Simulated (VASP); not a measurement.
# AlNi in VASP: further runs

AlNi is run at these levels: PBE; tasks: single point.

All numbers are computed with VASP 6.6.1; they aren't measurements. Logs are shortened: lines on timing, memory, paths and dates and some standing lists are left out, and cuts for length are marked.

## 1. The cell of the first run

It takes space group Pmmm (No. 47, orthorhombic). Conventional cell: a = 2.900 Å, b = 3.100 Å, c = 3.206 Å, α = 90.00°, β = 90.00°, γ = 90.00°. Within 3.5 Å of Al (site symmetry mmm) lie 8 Ni at 2.66 Å and 6 Al at 2.90 to 3.21 Å. Ni (site symmetry mmm) has 8 Al at 2.66 Å and 6 Ni at 2.90 to 3.21 Å within 3.5 Å.

## 2. Single point, PBE (normal strain along x +0.0733, normal strain along y +0.1100)

File INCAR:

```
SYSTEM = AlNi
  PREC = Accurate
  ENCUT = 520
  EDIFF = 1E-7
  ISMEAR = 0
  SIGMA = 0.15
  LREAL = .False.
  LASPH = .True.
  NELM = 100
  ALGO = Fast
  ISIF = 2
  LWAVE = .False.
  LCHARG = .False.
  GGA = PE
  NBANDS = 14
```

File KPOINTS:

```
Automatic mesh
0
Gamma
  16 16 16
  0 0 0
```

File POSCAR:

```
AlNi
1.0
    2.1923570833     -2.1923208037      0.0000000000
    2.2673204425      2.2672854035      0.0000000000
    0.0000000000      0.0000000000      2.9004437058
Al Ni
1 1
Direct
    0.0000000000      0.0000000000      0.0000000000
    0.5000000000      0.5000000000      0.5000000000
```

Potentials or basis: VASP PAW PBE potentials, release 64 (Al, Ni).

Command:

```console
$ cat potpaw_PBE.64/Al/POTCAR potpaw_PBE.64/Ni/POTCAR > POTCAR
$ mpirun -np 1 vasp_std > vasp.out
```

OUTCAR:

```text
SYSTEM = AlNi
   PREC = Accurate
   ENCUT = 520
   EDIFF = 1E-7
   ISMEAR = 0
   LREAL = .False.
   LASPH = .True.
   NELM = 100
   ISIF = 2
   GGA = PE

 ion  position               nearest neighbor table
   1  0.000  0.000  0.000-   2 2.66   2 2.66   2 2.66   2 2.66   2 2.66   2 2.66   2 2.66   2 2.66

   2  0.500  0.500  0.500-   1 2.66   1 2.66   1 2.66   1 2.66   1 2.66   1 2.66   1 2.66   1 2.66

  LATTYP: Found a simple monoclinic cell.
 ALAT       =     3.1004354673
 B/A-ratio  =     0.9354955897
 C/A-ratio  =     1.0341936085
 COS(beta)  =    -0.0000160012

  Lattice vectors:

 A1 = (   2.1923570833,  -2.1923208037,   0.0000000000)
 A2 = (   0.0000000000,   0.0000000000,   2.9004437058)
 A3 = (  -2.2673204425,  -2.2672854035,   0.0000000000)

Analysis of symmetry for initial positions (statically):
=====================================================================
 Subroutine PRICEL returns:
 Original cell was already a primitive cell.

 Routine SETGRP: Setting up the symmetry group for a
 simple monoclinic supercell.

 Subroutine GETGRP returns: Found  4 space group operations
 (whereof  4 operations were pure point group operations)
 out of a pool of  4 trial point group operations.

The static configuration has the point symmetry C_2h.

Analysis of symmetry for dynamics (positions and initial velocities):
=====================================================================
 Subroutine PRICEL returns:
 Original cell was already a primitive cell.

 Routine SETGRP: Setting up the symmetry group for a
 simple monoclinic supercell.

 Subroutine GETGRP returns: Found  4 space group operations
 (whereof  4 operations were pure point group operations)
 out of a pool of  4 trial point group operations.

The dynamic configuration has the point symmetry C_2h.

 Subroutine INISYM returns: Found  4 space group operations
 (whereof  4 operations are pure point group operations),
 and found     1 'primitive' translations

----------------------------------------------------------------------------------------

                                     Primitive cell

  volume of cell :      28.8345

  direct lattice vectors                    reciprocal lattice vectors
     2.192357083 -2.192320804  0.000000000     0.228065162 -0.228068687  0.000000000
     2.267320442  2.267285403  0.000000000     0.220524509  0.220528158  0.000000000
     0.000000000  0.000000000  2.900443706     0.000000000  0.000000000  0.344774835

  length of vectors
     3.100435467  3.206450544  2.900443706     0.322535338  0.311871331  0.344774835

  position of ions in fractional coordinates (direct lattice)
     0.000000000  0.000000000  0.000000000
     0.500000000  0.500000000  0.500000000

  ion indices of the primitive-cell ions
   primitive index   ion index
                 1           1
                 2           2

----------------------------------------------------------------------------------------

 KPOINTS: Automatic mesh

Automatic generation of k-mesh.
 Grid dimensions read from file:
 generate k-points for:   16   16   16

 Generating k-lattice:

  Cartesian coordinates                     Fractional coordinates (reciprocal lattice)
     0.014254073 -0.014254293  0.000000000     0.062500000  0.000000000  0.000000000
     0.013782782  0.013783010  0.000000000     0.000000000  0.062500000  0.000000000
     0.000000000  0.000000000  0.021548427     0.000000000  0.000000000  0.062500000

  Length of vectors
     0.020158459  0.019491958  0.021548427

  Shift w.r.t. Gamma in fractional coordinates (k-lattice)
     0.000000000  0.000000000  0.000000000

 Subroutine IBZKPT returns following result:
 ===========================================

 Found   1170 irreducible k-points:

 Following reciprocal coordinates:
            Coordinates               Weight
  0.000000  0.000000  0.000000      1.000000
  0.062500 -0.000000  0.000000      2.000000
  0.125000 -0.000000  0.000000      2.000000
  0.187500 -0.000000  0.000000      2.000000
  0.250000 -0.000000  0.000000      2.000000
  0.312500 -0.000000  0.000000      2.000000
[... 16 lines left out ...]
 -0.187500  0.062500  0.000000      2.000000
 -0.125000  0.062500  0.000000      2.000000
 [... further k-points ...]
   k-points           NKPTS =   1170   k-points in BZ     NKDIM =   1170   number of bands    NBANDS=     14
   number of dos      NEDOS =    301   number of ions     NIONS =      2
   total plane-waves  NPLWV =  13824
   dimension x,y,z NGX =    24 NGY =   24 NGZ =   24
   dimension x,y,z NGXF=    48 NGYF=   48 NGZF=   48
   ions per type =               1   1
   NGX,Y,Z   is equivalent  to a cutoff of  12.87, 12.44, 13.76 a.u.
   NGXF,Y,Z  is equivalent  to a cutoff of  25.74, 24.89, 27.51 a.u.
 SYSTEM =  AlNi
   PREC   = accura    normal or accurate (medium, high low for compatibility)
   ISTART =      0    job   : 0-new  1-cont  2-samecut
   ICHARG =      2    charge: 1-file 2-atom 10-const
   ISPIN  =      1    spin polarized calculation?
   LNONCOLLINEAR =      F non collinear calculations
   LSORBIT =      F    spin-orbit coupling
   LASPH  =      T    aspherical Exc in radial PAW
   ENCUT  =  520.0 eV  38.22 Ry    6.18 a.u.   5.76  5.96  5.39*2*pi/ulx,y,z
   NELM   =    100;   NELMIN=  2; NELMDL= -5     # of ELM steps
   EDIFF  = 0.1E-06   stopping-criterion for ELM
   LREAL  =      F    real-space projection
   EDIFFG = 0.1E-05   stopping-criterion for IOM
   NSW    =      0    number of steps for IOM
   IBRION =     -1    ionic relax: 0-MD 1-quasi-New 2-CG
   NFREE  =      0    steps in history (QN), initial steepest desc. (CG)
   ISIF   =      2    stress and relaxation
   ISYM   =      2    0-nonsym 1-usesym 2-fastsym
   POTIM  = 0.5000    time-step for ionic-motion
   TEBEG  =    0.0;   TEEND  =   0.0 temperature during run
   PSTRESS=    0.0 pullay stress
   NELECT =      13.0000    total number of electrons
   NUPDOWN=      -1.0000    fix difference up-down
   EMIN   =  10.00;   EMAX   =-10.00  energy-range for DOS
   EFERMI =   0.00;   METHOD = LEGACY
   ISMEAR =     0;   SIGMA  =   0.15  broadening in eV -4-tet -1-fermi 0-gaus
   EFERMI_NEDOS =   21; number of points for ismear=-14 and -15
   IALGO  =     68    algorithm
   IMIX   =      4    mixing-type and parameters
     AMIX     =   0.40;   BMIX     =  1.00
     AMIX_MAG =   1.60;   BMIX_MAG =  1.00
  volume/ion in A,a.u.               =      14.42        97.29
  Fermi-wavevector in a.u.,A,eV,Ry     =   1.255313  2.372198 21.440209  1.575811
  Thomas-Fermi vector in A             =   2.389076
   LORBIT       =      0    0 simple, 1 ext, 2 COOP (PROOUT), +10 PAW based schemes
   GGA     = PE    functional components
   LHFCALC =     F    Hartree Fock is set to
   AEXX    =    0.0000 exact exchange contribution
   IVDW    =     0    specifies the selected vdW correction
   LEPSILON=     F    determine dielectric tensor
   LRPA    =     F    only Hartree local field effects (RPA)
 non-spin polarized calculation
 RMM-DIIS sequential band-by-band and
 Gauss-broadening in eV      SIGMA  =   0.15
  energy-cutoff  :      520.00
  volume of cell :       28.83
 maximum number of plane-waves:       800
   NGX = 11   NGY = 11   NGZ = 11

 number of electron      13.0000004 magnetization

 Free energy of the ion-electron system (eV)
  ---------------------------------------------------
  ext. energy  EPLUGINS =         0.00000000
  ---------------------------------------------------
  free energy    TOTEN  =       -10.20498077 eV

  energy without entropy =      -10.19304415  energy(sigma->0) =      -10.19901246

 E-fermi :   7.7639     XC(G=0): -11.1797

 val. band max:        7.7636515949   @ k =   0.3125   0.0625   0.1250
 cond. band min:       7.7655370344   @ k =   0.3750   0.5000   0.3750
 fundamental gap:      0.0018854395
 Fermi energy:         7.7639446695

 k-point     1 :       0.0000    0.0000    0.0000
  band No.  band energies     occupation
      1      -2.1001      2.00000
      2       5.2798      2.00000
      3       5.3165      2.00000
      4       6.4396      2.00000
      5       6.5930      2.00000
      6       6.6537      2.00000
      7      11.2085      0.00000
      8      12.1792      0.00000
      9      14.3488      0.00000
     10      14.7566      0.00000
     11      15.3045      0.00000
     12      18.9783      0.00000
     13      25.4904      0.00000
     14      27.0193      0.00000

 k-point     2 :       0.0625   -0.0000    0.0000
  band No.  band energies     occupation
      1      -2.0385      2.00000
      2       5.2870      2.00000
      3       5.3125      2.00000
      4       6.4090      2.00000
      5       6.5952      2.00000
      6       6.6366      2.00000
      7      11.2971      0.00000
      8      11.5324      0.00000
      9      14.4229      0.00000
     10      14.7895      0.00000
     11      15.9277      0.00000
     12      19.1393      0.00000
     13      24.5131      0.00000
     14      26.6919      0.00000

 k-point     3 :       0.1250   -0.0000    0.0000
  band No.  band energies     occupation
      1      -1.8542      2.00000
      2       5.2581      2.00000
      3       5.3351      2.00000
      4       6.3257      2.00000
      5       6.5888      2.00000
      6       6.6012      2.00000
      7      10.3349      0.00000
      8      11.5550      0.00000
      9      14.6423      0.00000
     10      14.8441      0.00000
     11      16.9948      0.00000
     12      19.7331      0.00000
     13      23.0525      0.00000
     14      25.4615      0.00000
[... 324 lines left out ...]
 k-point    23 :      -0.1875    0.0625    0.0000
  band No.  band energies     occupation
      1      -1.4922      2.00000
      2       5.1523      2.00000
      3       5.3759      2.00000
      4       6.1780      2.00000
      5       6.5207      2.00000
      6       6.5972      2.00000
      7       9.2101      0.00000
      8      11.3694      0.00000
      9      15.0654      0.00000
     10      15.5474      0.00000
     11      17.8520      0.00000
     12      20.8165      0.00000
     13      21.1259      0.00000
     14      24.2694      0.00000

 k-point    24 :      -0.1250    0.0625    0.0000
  band No.  band energies     occupation
      1      -1.7971      2.00000
      2       5.2657      2.00000
      3       5.3255      2.00000
      4       6.2977      2.00000
      5       6.5823      2.00000
      6       6.5953      2.00000
      7      10.3946      0.00000
      8      10.9990      0.00000
      9      14.7109      0.00000
     10      15.4521      0.00000
     11      17.0357      0.00000
     12      19.8133      0.00000
     13      22.3252      0.00000
     14      25.5993      0.00000

 [... further k-points ...]

------------------------ aborting loop because EDIFF is reached ----------------------------------------

  FORCE on cell =-STRESS in cart. coord.  units (eV):
  Direction    XX          YY          ZZ          XY          YZ          ZX
  --------------------------------------------------------------------------------------
  -------------------------------------------------------------------------------------
  Total       -3.5779620     -3.5776408     -2.8255307     -0.0743911      0.0000000      0.0000000
  in kB     -198.8083487   -198.7905059   -156.9997372     -4.1335181      0.0000000      0.0000000
  external PRESSURE =    -184.8661973 kB  Pullay stress =       0.0000000 kB

 VOLUME and BASIS-vectors are now :
 -----------------------------------------------------------------------------
  energy-cutoff  :      520.00
  volume of cell :       28.83
      direct lattice vectors                 reciprocal lattice vectors
     2.192357083 -2.192320804  0.000000000     0.228065162 -0.228068687  0.000000000
     2.267320442  2.267285403  0.000000000     0.220524509  0.220528158  0.000000000
     0.000000000  0.000000000  2.900443706     0.000000000  0.000000000  0.344774835

 POSITION                                       TOTAL-FORCE (eV/Angst)
 -----------------------------------------------------------------------------------
      0.00000      0.00000      0.00000         0.000000      0.000000      0.000000
      2.22984      0.03748      1.45022        -0.000000     -0.000000      0.000000
 -----------------------------------------------------------------------------------
    total drift:                                0.000000     -0.000000     -0.000000

  FREE ENERGIE OF THE ION-ELECTRON SYSTEM (eV)
  ---------------------------------------------------
  free  energy   TOTEN  =       -10.2049807725 eV

  energy  without entropy=      -10.1930441515  energy(sigma->0) =      -10.19901246
```

Wall time 2.2 min (1 thread of Intel Xeon 6975P-C (Granite Rapids), shared host); peak memory 0.56 GiB.

Results:

| Item | Value |
| --- | --- |
| Free energy | -10.2050 eV |
| Pressure | -18.5 GPa |
| Band gap on the k mesh | zero (an odd number of electrons rules out a gap without spin polarisation) |

Stress tensor (GPa, compression positive):
```
-19.88  -0.41   0.00
 -0.41 -19.88   0.00
  0.00   0.00 -15.70
```

Caveat: the cell differs from its parent crystal (normal strain along x +0.0733, normal strain along y +0.1100); the cell stands under tension.

## 3. Single point, PBE (normal strain along x -0.1100, normal strain along y -0.1100)

File INCAR:

```
SYSTEM = AlNi
ALGO = Fast
EDIFF = 1E-7
ENCUT = 520
GGA = PE
ISIF = 2
ISMEAR = 0
LASPH = .TRUE.
LCHARG = .FALSE.
LREAL = .FALSE.
LWAVE = .FALSE.
NBANDS = 14
NELM = 60
PREC = Accurate
SIGMA = 0.15
```

File KPOINTS:

```
k-points
0
G
  16 16 16
  0 0 0
```

File POSCAR:

```
AlNi
1.0
    1.8179426107     -1.8179125270      0.0000000000
    1.8179426107      1.8179125270      0.0000000000
    0.0000000000      0.0000000000      2.9004437058
Al Ni
1 1
Direct
    0.0000000000      0.0000000000      0.0000000000
    0.5000000000      0.5000000000      0.5000000000
```

Potentials or basis: VASP PAW PBE potentials, release 64 (Al, Ni).

Command:

```console
$ cat potpaw_PBE.64/Al/POTCAR potpaw_PBE.64/Ni/POTCAR > POTCAR
$ mpirun -np 1 vasp_std > vasp.out
```

Run time: 1.8 min. Hardware: 1 thread of Intel Xeon Platinum 8488C (Sapphire Rapids), shared host; peak memory 0.29 GiB.

The run converged. Its results:

| Property | Result |
| --- | --- |
| Free energy | -9.6919 eV |
| Pressure | 62.5 GPa |
| Band gap on the k mesh | zero (an odd number of electrons rules out a gap without spin polarisation) |

Stress tensor (GPa, compression positive):
```
66.13  0.00  0.00
 0.00 66.14  0.00
 0.00  0.00 55.18
```

Levels at points of the mesh, in eV from the Fermi level:
| k point | band 4 | band 5 | band 6 | band 7 | band 8 | band 9 | band 10 | band 11 |
| --- | --- | --- | --- | --- | --- | --- | --- | --- |
| (0.00, 0.00, 0.00) | -2.19 | -2.19 | -1.80 | 3.40 | 7.91 | 8.26 | 8.26 | 9.31 |
| (0.50, 0.00, 0.00) | -3.62 | -2.76 | -2.02 | -0.40 | 8.12 | 8.46 | 11.23 | 12.85 |
| (0.50, 0.50, 0.00) | -3.28 | -2.85 | -2.85 | -1.11 | 2.71 | 4.52 | 12.80 | 15.24 |
| (0.00, 0.00, 0.50) | -2.73 | -2.73 | -1.74 | -1.60 | 8.58 | 12.47 | 12.47 | 13.74 |
| (0.50, 0.00, 0.50) | -3.49 | -2.69 | -2.54 | -1.61 | 1.68 | 3.12 | 16.30 | 17.28 |
| (0.50, 0.50, 0.50) | -1.56 | -1.09 | 1.54 | 2.01 | 2.01 | 4.99 | 4.99 | 5.86 |

Caveat: the cell differs from its parent crystal (normal strain along x -0.1100, normal strain along y -0.1100); the stress differs along the axes, from 55 to 66 GPa. Spin polarisation is off, so any magnetic state and its effect on volume and gap are missing.

[end of part 1 of 2]
